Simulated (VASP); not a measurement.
Write the native input for VASP 6.6.1 that does the following.

| Quantity | Value |
| --- | --- |
| Task | single point |
| Functional | revPBE |
| Dispersion | D4 |
| Potentials or basis | VASP PAW PBE potentials, release 64 (Zn, O_h) |
| Cutoff | 910 eV |
| k mesh | 9 × 9 × 5 |
| Occupations | fermi-dirac, width 0.05 eV |
| Spin | no spin polarisation |
| Dipole correction | no |
| Second run | hard_potentials |
| Further INCAR settings | ALGO = Normal; EDIFF = 1e-06; NBANDS = 26 |

The structure of ZnO (zincite) lies in POSCAR:

```
ZnO
1.0
    3.2488744503      0.0000000000      0.0000000000
   -1.6244372251      2.8136078076      0.0000000000
    0.0000000000      0.0000000000      5.2475865126
Zn O
2 2
Direct
    0.6666666667      0.3333333333      0.0001211926
    0.3333333333      0.6666666667      0.5001211926
    0.3333333333      0.6666666667      0.8788888074
    0.6666666667      0.3333333333      0.3788888074
```

These files were run (other wordings do the same):

INCAR

```
ALGO = Normal
EDIFF = 1E-6
ENCUT = 910
GGA = RE
GGA_COMPAT = F
ISIF = 2
ISMEAR = -1
IVDW = 13
LASPH = T
LCHARG = F
LREAL = F
LWAVE = F
NBANDS = 26
NELM = 120
PREC = Accurate
SIGMA = 0.05
```

KPOINTS

```
k-points
0
Gamma
  9 9 5
```

Potentials or basis: VASP PAW PBE potentials, release 64 (Zn, O_h).

The run is started by

```sh
$ cat potpaw_PBE.64/Zn/POTCAR potpaw_PBE.64/O_h/POTCAR > POTCAR
$ mpirun -np 1 vasp_std > vasp.out
```

Results of the run:

The pressure is 0.8 GPa and the band gap on the k mesh is 0.83 eV, direct. The dispersion energy per atom is -0.459 eV.

Caveat: the cutoff is under 1.25 times the usual one of these potentials, so pressure, stress and relaxed cells hold a basis-set (Pulay) error; the PAW data sets were made with another functional, which shifts forces and pressure a little.

It took 53 s on 1 thread of Intel(R) Xeon(R) 6975P-C (Granite Rapids), on a shared host, peak memory 0.27 GiB.
